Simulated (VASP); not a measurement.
# Dy3GaS2: relaxation of cell and atoms with PBE

Dy3GaS2:

```
Dy Ga S
1.0
     5.22939    0.00000    0.00000
     0.00000    5.22939    0.00000
     0.00000    0.00000    6.16104
Dy Ga S
3 1 2
Direct
  0.00000 0.50000 0.66316
  0.50000 0.00000 0.33684
  0.50000 0.50000 0.00000
  0.00000 0.00000 0.50000
  0.00000 0.00000 0.00000
  0.50000 0.50000 0.50000
```

The cell was generated, and may not be a known phase.

- Program: VASP 6.6.1
- Task: relaxation of cell and atoms
- Functional: PBE
- Potentials or basis: VASP PAW PBE potentials, release 64 (Dy_3, Ga_d, S), 4f in core
- Cutoff: 500 eV
- k mesh: 3 × 3 × 3
- Occupations: gaussian, width 0.2 eV
- Spin: no spin polarisation
- Dipole correction: no
- Further INCAR settings: ALGO = Normal; EDIFF = 1e-07; IBRION = 2; EDIFFG = -0.08; NSW = 36; ISIF = 3

The relaxed volume is 26.43 Å³/atom. The relaxed cell is a = 5.428 Å, b = 5.428 Å, c = 5.382 Å, α = 90.00°, β = 90.00°, γ = 90.00° and the space group after relaxing (to 0.1 Å) is P-4m2 (No. 115). The energy gained by relaxing is 118.2 meV/atom. The ionic steps are 15 and the pressure after relaxing is 0.2 GPa. The largest force after relaxing is 0.015 eV/Å and the band gap on the k mesh is zero (bands 26 and 27 overlap by 0.63 eV).

Forces in eV/Å, atoms in the order of the input:
```
Dy   0.000  0.000  0.015
Dy   0.000  0.000 -0.015
Dy   0.000  0.000  0.000
Ga   0.000  0.000  0.000
S    0.000  0.000  0.000
S    0.000  0.000  0.000
```

Stress tensor (GPa, compression positive):
```
 0.35  0.00  0.00
 0.00  0.35  0.00
 0.00  0.00 -0.25
```

Step by step:
```tsv
step	energy change (eV)	largest force (eV/Å)	pressure (GPa)	volume (Å³)
1	0.0000	0.7387	-2.40	168.48
2	-0.2751	0.5077	-0.29	158.33
3	-0.3787	0.3350	2.20	150.04
4	-0.5495	0.3619	1.56	151.42
5	-0.5668	0.3797	1.48	151.94
6	-0.6053	0.3755	-0.38	157.56
7	-0.6056	0.3748	-0.52	158.05
8	-0.6263	0.3279	-0.39	157.76
9	-0.6539	0.1895	0.05	157.01
10	-0.6753	0.1588	0.11	157.03
11	-0.6977	0.0919	0.42	156.99
12	-0.6984	0.0988	0.37	157.00
13	-0.7071	0.0580	-0.36	159.75
14	-0.7071	0.0574	-0.39	159.80
15	-0.7094	0.0153	0.15	158.59
```

Final structure:
```
Dy Ga S
1.0
     5.42841    0.00000    0.00000
     0.00000    5.42841    0.00000
     0.00000    0.00000    5.38188
Dy Ga S
3 1 2
Direct
  0.00000 0.50000 0.57956
  0.50000 0.00000 0.42044
  0.50000 0.50000 0.00000
  0.00000 0.00000 0.50000
  0.00000 0.00000 0.00000
  0.50000 0.50000 0.50000
```

Levels at points of the mesh, in eV from the Fermi level:
```
           k point  band 22  band 23  band 24  band 25  band 26  band 27  band 28  band 29  band 30  band 31
(0.00, 0.00, 0.00)    -2.74    -2.74    -1.67    -0.88    -0.64    -0.64    -0.59     1.41     1.41     2.30
```

It took 3.9 min on 1 thread of AMD EPYC 9R45 96-Core Processor (Zen 5) (shared host), peak memory 0.26 GiB.

Caveat: the k points lie up to 0.39 Å⁻¹ apart in the final cell, too coarse for converged energies and pressures of a metal; spin-orbit coupling is left out, which moves the levels of the heavy elements; the 4f electrons are frozen in the core, so they carry no moment and show no levels; the run has no spin polarisation, though such a crystal can be magnetic. With open d or f shells a metallic result of PBE can be an artefact of self-interaction; +U or a hybrid may open a gap.
